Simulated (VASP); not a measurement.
A run of VASP 6.6.1:

INCAR

```
SYSTEM = PbO2
  PREC = Accurate
  ENCUT = 520
  EDIFF = 1E-7
  ISMEAR = 0
  SIGMA = 0.028999999999999998
  LREAL = .False.
  LASPH = .True.
  NELM = 80
  ALGO = Normal
  ISIF = 2
  LWAVE = .False.
  LCHARG = .False.
  GGA = PE
  NBANDS = 20
```

Contents of KPOINTS:

```
regular mesh
0
Gamma
  9 9 9
  0 0 0
```

File POSCAR:

```
PbO2
1.0
    0.0000000000      2.7019920000      2.7019920000
    2.7019920000      0.0000000000      2.7019920000
    2.7019920000      2.7019920000      0.0000000000
Pb O
1 2
Direct
    0.0000000000      0.0000000000      0.0000000000
    0.7500000000      0.7500000000      0.7500000000
    0.2500000000      0.2500000000      0.2500000000
```

Potentials or basis: VASP PAW PBE potentials, release 64 (Pb_d, O).

Launch:

```bash
$ cat potpaw_PBE.64/Pb_d/POTCAR potpaw_PBE.64/O/POTCAR > POTCAR
$ mpirun -np 1 vasp_std > vasp.out
```

Hardware: 1 thread of Intel(R) Xeon(R) Platinum 8488C (Sapphire Rapids), on a shared host.

How long does it take, and how much memory?

Wall time 25 s on 1 thread of Intel(R) Xeon(R) Platinum 8488C (Sapphire Rapids), on a shared host, peak memory 0.17 GiB. Counts: scf iterations 14, k points 35.
